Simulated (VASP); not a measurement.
Wanted: the native input for a VASP 6.6.1 run.

```
Task                   : single point
Functional             : PBE
Dispersion             : D3(BJ)
Potentials or basis    : VASP PAW PBE potentials, release 64 (S, Zr_sv, H)
Cutoff                 : 400 eV
k mesh                 : 6 × 6 × 1
Occupations            : gaussian, width 0.05 eV
Spin                   : no spin polarisation
Dipole correction      : yes
Further INCAR settings : ALGO = Normal; EDIFF = 1e-06; NBANDS = 62; NELMDL = -8
```

The structure of Zr2HS4 lies in POSCAR:

```
Zr2HS4
1.0
    7.2976778227      0.0000000000      0.0000000000
   -3.6488389114      6.3199743831      0.0000000000
    0.0000000000      0.0000000000     20.9171506047
S Zr H
8 4 2
Direct
    0.3333333333      0.1666666667      0.1912306354
    0.3333333333      0.6666666667      0.1912306354
    0.8333333333      0.1666666667      0.1912306354
    0.8333333333      0.6666666667      0.1912306354
    0.1666666667      0.3333333333      0.3306927762
    0.1666666667      0.8333333333      0.3306927762
    0.6666666667      0.3333333333      0.3306927762
    0.6666666667      0.8333333333      0.3306927762
    0.0000000000      0.0000000000      0.2609617058
    0.0000000000      0.5000000000      0.2609617058
    0.5000000000      0.0000000000      0.2609617058
    0.5000000000      0.5000000000      0.2609617058
    0.2969803379      0.7030196621      0.3522062227
    0.3696863288      0.6303136712      0.3522062227
```

The input as run:

INCAR

```
PREC = Accurate
ENCUT = 400
EDIFF = 1E-6
ISMEAR = 0
SIGMA = 0.05
LREAL = False
LASPH = True
NELM = 120
ALGO = Normal
ISIF = 2
LWAVE = False
LCHARG = False
LDIPOL = True
IDIPOL = 3
DIPOL = 0.5 0.5 0.274
GGA = PE
IVDW = 12
NBANDS = 62
GGA_COMPAT = False
NELMDL = -8
```

KPOINTS

```
Automatic mesh
0
Gamma
  6 6 1
```

Potentials or basis: VASP PAW PBE potentials, release 64 (S, Zr_sv, H).

Command:

```console
$ cat potpaw_PBE.64/S/POTCAR potpaw_PBE.64/Zr_sv/POTCAR potpaw_PBE.64/H/POTCAR > POTCAR
$ mpirun -np 1 vasp_std > vasp.out
```

It gave:

The largest force is 3.093 eV/Å, the band gap on the k mesh is 0.13 eV (least direct gap 0.21 eV) and the dispersion energy per atom is -0.224 eV.

Run time: 20 min on 1 thread of Intel(R) Xeon(R) Platinum 8175M CPU @ 2.50GHz (Skylake/Cascade Lake) (shared host), peak memory 0.91 GiB.
